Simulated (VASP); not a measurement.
Runs of VASP 6.6.1 on S. It takes space group P4_2/mnm (No. 136, tetragonal). Conventional cell: a = 5.678 Å, b = 5.678 Å, c = 2.950 Å, α = 90.00°, β = 90.00°, γ = 90.00°. S (site symmetry m2m) has 1 S at 1.87 Å within 2.5 Å. 

| task | level | potentials or basis | cell | k mesh | smearing | gap on the mesh (eV) | pressure (GPa) | largest force (eV/Å) |
| --- | --- | --- | --- | --- | --- | --- | --- | --- |
| single point | PBE | VASP PAW PBE potentials, release 64 (S) | as given | 4 × 4 × 6 | tetrahedron | none | 1.9 | 0.55 |
| single point | PBE | VASP PAW PBE potentials, release 64 (S) | as given | 2 × 2 × 3 | gaussian 0.033 eV | none | 3.2 | 0.47 |
| relaxation of the atoms | PBE | VASP PAW PBE potentials, release 64 (S) | atoms relaxed | 2 × 1 × 5 | gaussian 0.1 eV | none | -2.0 | 0.08 |
| single point | PBE | VASP PAW PBE potentials, release 64 (S) | as given | 4 × 4 × 6 | gaussian 0.1 eV | none | 1.8 | 0.57 |
| single point | LDA | VASP PAW LDA potentials, release 64 (S) | as given | 4 × 4 × 6 | gaussian 0.1 eV | none | (a) | 0.30 |

Alike in all rows: no spin polarisation; cutoff (eV) 520.

Problem. Fill in the values left out.

Solution. (a) -2.4.

Caveats: some runs use coarse meshes; this functional lacks dispersion, which holds the molecules together, so the pressure and a relaxed volume are unreliable (at least some runs); tetrahedron occupations give inexact forces and stress in metals (at least some runs); the relaxation stopped at a loose force limit of 0.09 eV/Å, so its end isn't a converged minimum (at least some runs).

A gap of «none» marks levels without a gap at the run's occupations.
